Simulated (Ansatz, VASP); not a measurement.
**One calculation of TiSi2, two programs**

```
CELL_PARAMETERS angstrom
0.05336 4.18274 4.24805
2.39895 0.03105 4.24805
2.45230 4.21379 0.00000
ATOMIC_POSITIONS crystal
Ti 0.75126 0.75126 0.74874
Ti 0.49874 0.49874 0.50126
Si 0.08565 0.41424 0.08675
Si 0.41424 0.08565 0.41336
Si 0.16435 0.83576 0.16325
Si 0.83576 0.16435 0.83664
```

Change from the starting cell: strain along c alone, the other axes held, atoms relaxed: +3.0 %.

Alike in both runs: functional PBEsol; k mesh 10 × 10 × 10; occupations gaussian, width 0.1 eV; no spin polarisation.

Ansatz relaxed the structure, and its values are those at the end. VASP's run is a single point on that final structure, the one shown.

```csv
,VASP,Ansatz
version,VASP 6.6.1,Ansatz 0.2.0
potentials or method,"VASP PAW PBE potentials, release 64 (Ti_sv, Si), cutoff 520 eV","scalar-relativistic, plane waves, PAW"
valence electrons in the cell,40,40
```

```tsv
	VASP	Ansatz	Ansatz less VASP
gap on the k mesh at the Fermi level (eV)	none	none	-
pressure (GPa)	-3.5	-3.6	-0.13
rms of the force components (eV/Å)	0.004	0.004	-0.0002
```

VASP's potentials were made for PBE, not for PBEsol. A gap of «none» marks a metal or a gap that the smearing closes. Ansatz's warnings: stress scf threshold loose.
